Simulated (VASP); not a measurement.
NaCl: elastic constants with PBEsol

The system is NaCl.

```
Na Cl
1.0
     0.00000    2.80095    2.80095
     2.80095    0.00000    2.80095
     2.80095    2.80095    0.00000
Na Cl
1 1
Direct
  0.00000 0.00000 0.00000
  0.50000 0.50000 0.50000
```

- Program: VASP 6.6.1
- Task: elastic constants
- Functional: PBEsol
- Potentials or basis: VASP PAW PBE potentials, release 64 (Na_pv, Cl)
- Cutoff: 600 eV
- k mesh: 8 × 8 × 8
- Occupations: gaussian, width 0.01 eV
- Spin: no spin polarisation
- Dipole correction: no
- Ions in elastic constants: relaxed
- Further INCAR settings: ALGO = Normal; EDIFF = 1e-08; NBANDS = 14; IBRION = 6; POTIM = 0.015; NSW = 1; ISIF = 3

- Elastic constants C11, C12, C44: 56, 11, 12 GPa
- Voigt bulk modulus: 26 GPa
- Highest phonon frequency at Γ, LO-TO splitting left out: 169 cm⁻¹

Phonon frequencies in cm⁻¹ (negative: imaginary):
```csv
q point,frequencies
"(0.000, 0.000, 0.000)",0 0 0 169 169 169
```

Elastic tensor in Voigt notation (GPa, in the Cartesian axes of the cell as first typed):
```
56 11 11  0  0  0
11 56 11  0  0  0
11 11 56  0  0  0
 0  0  0 12  0  0
 0  0  0  0 12  0
 0  0  0  0  0 12
```

Clamped-ion elastic tensor (GPa):
```
56 11 11  0  0  0
11 56 11  0  0  0
11 11 56  0  0  0
 0  0  0 12  0  0
 0  0  0  0 12  0
 0  0  0  0  0 12
```

It took 13 min on 1 thread of Oxide Virtual Turin-like Processor, with other jobs on the host, peak memory 0.27 GiB.

Caveat: the PAW data sets were made with another functional, which shifts forces and pressure a little.
